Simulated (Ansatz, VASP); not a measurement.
## Two plane-wave programs on W

The input INCAR:

```
SYSTEM = W
PREC = Accurate
ENCUT = 500
EDIFF = 1E-6
ISMEAR = 0
SIGMA = 0.15
LREAL = .FALSE.
LASPH = .TRUE.
NELM = 120
ALGO = Normal
ISIF = 2
LWAVE = .FALSE.
LCHARG = .FALSE.
GGA = PS
NBANDS = 13
GGA_COMPAT = .FALSE.
```

Contents of KPOINTS:

```
Automatic mesh
0
G
  22 22 22
  0 0 0
```

The input POSCAR:

```
W
1.0
    0.0000000000      1.9155425099      2.2354381091
    1.9155425099      0.0000000000      2.2354381091
    1.9155425099      1.9155425099      0.0000000000
W
1
Direct
    0.0000000000      0.0000000000      0.0000000000
```

Input for Ansatz:

```yaml
crystal:
  lattice:
    - [0.0, 1.9155425099, 2.2354381091]
    - [1.9155425099, 0.0, 2.2354381091]
    - [1.9155425099, 1.9155425099, 0.0]
  atoms:
    - { symbol: W, position: [0.0, 0.0, 0.0] }
basis:
  ecutwfc: 420
kpoints:
  mp_grid: { grid: [22, 22, 22] }
hamiltonian:
  xc: pbesol
  pseudopotentials: { kind: paw, azcp: { folder: soft_1 } }
scf:
  occupations: { method: gaussian, width: 0.15 }
output:
  forces: true
  stress: true
  eigenvalues: true
```

Alike in both runs: task single point; functional PBEsol; k mesh 22 × 22 × 22; occupations gaussian, width 0.15 eV; no spin polarisation.

|  | VASP | Ansatz |
| --- | --- | --- |
| version | VASP 6.6.1 | Ansatz 0.2.0 |
| potentials or method | VASP PAW PBE potentials, release 64 (W_sv), cutoff 500 eV | scalar-relativistic, plane waves, PAW |
| valence electrons in the cell | 14 | 14 |

VASP gave:

- gap on the k mesh at the Fermi level (eV): none
- pressure (GPa): -6.6
- traceless stress, the component that is largest in VASP (GPa): 3.03

Problem. Estimate Ansatz's values.

Solution. gap on the k mesh at the Fermi level (eV): none; pressure (GPa): -7.0; traceless stress, the component that is largest in VASP (GPa): 3.11.

VASP's potentials were made for PBE, not for PBEsol, and Ansatz warns of the same on its side. A gap of «none» marks a metal or a gap that the smearing closes.

Neither program's run includes spin-orbit coupling.
